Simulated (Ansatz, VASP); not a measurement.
**Two plane-wave programs on AlN**

```xyz
4
Lattice="3.1130 0.0000 0.0000 -1.5565 2.6959 0.0000 0.0000 0.0000 4.9810" Properties=species:S:1:pos:R:3 pbc="T T T"
Al    0.0000    1.7973    0.0000
Al    1.5565    0.8986    2.4905
N     0.0000    1.7973    1.8928
N     1.5565    0.8986    4.3833
```

Alike in both runs: task relaxation of cell and atoms; functional LDA; k mesh 12 × 12 × 6; occupations gaussian, width 0.02 eV; no spin polarisation.

```csv
,VASP,Ansatz
version,VASP 6.6.1,Ansatz 0.2.0
potentials or method,"VASP PAW LDA potentials, release 64 (Al, N), cutoff 600 eV","scalar-relativistic, plane waves, PAW"
valence electrons in the cell,16,16
```

|  | VASP | Ansatz | Ansatz less VASP |
| --- | --- | --- | --- |
| gap on the k mesh at the Fermi level, each at its own relaxed structure (eV) | 4.40 | 4.42 | +0.015 |
| relaxed volume (Å³/atom) | 10.24 | 10.21 | -0.026 |
| relaxed length of the cell vector where the two differ most in proportion (Å) | 4.948 | 4.943 | -0.0044 |

LDA's correlation is that of Perdew and Zunger in VASP and of Perdew and Wang (1992) in Ansatz.
